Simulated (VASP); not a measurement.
Runs of VASP 6.6.1 on Al2Cu. The structure is that of space group I4/mmm (No. 139), or close to it. The cells are those of the table. 

```csv
cell,further INCAR settings,gap on the mesh (eV),pressure (GPa)
"a = 4.085 Å, angles 123.5, 123.5, 84.1°, 3 atoms",ALGO = Fast; EDIFF = 1e-07; NBANDS = 16,none,1.5
"a = 3.917, b = 3.917, c = 3.973 Å, angles 116.5, 116.5, 95.4°, 3 atoms",ALGO = Fast; EDIFF = 1e-06; NBANDS = 16,none,(a)
"a = 3.938, b = 3.938, c = 3.993 Å, angles 117.7, 117.7, 93.3°, 3 atoms",ALGO = Fast; EDIFF = 1e-06; NBANDS = 16,none,0.9
"a = 3.933, b = 3.933, c = 4.041 Å, angles 118.8, 118.8, 90.5°, 3 atoms",ALGO = Fast; EDIFF = 1e-06; NBANDS = 16,none,(b)
"a = 3.955, b = 3.955, c = 4.113 Å, angles 121.2, 121.2, 85.6°, 3 atoms",ALGO = Fast; EDIFF = 1e-06; NBANDS = 16,none,1.2
```

Alike in all rows: task single point; level LDA; potentials or basis VASP PAW LDA potentials, release 64 (Al, Cu); no spin polarisation; k mesh 14 × 14 × 14; cutoff (eV) 520; smearing gaussian 0.15 eV.

**Question.** Fill in the values left out.

**Answer.** (a) 1.9; (b) 0.6.

Caveats: the stress differs along the axes, from -5 to 5 GPa (at least some runs); the stress differs along the axes, from -3 to 11 GPa (at least some runs); the stress differs along the axes, from -2 to 7 GPa (at least some runs).

A gap of «none» marks levels without a gap at the run's occupations.
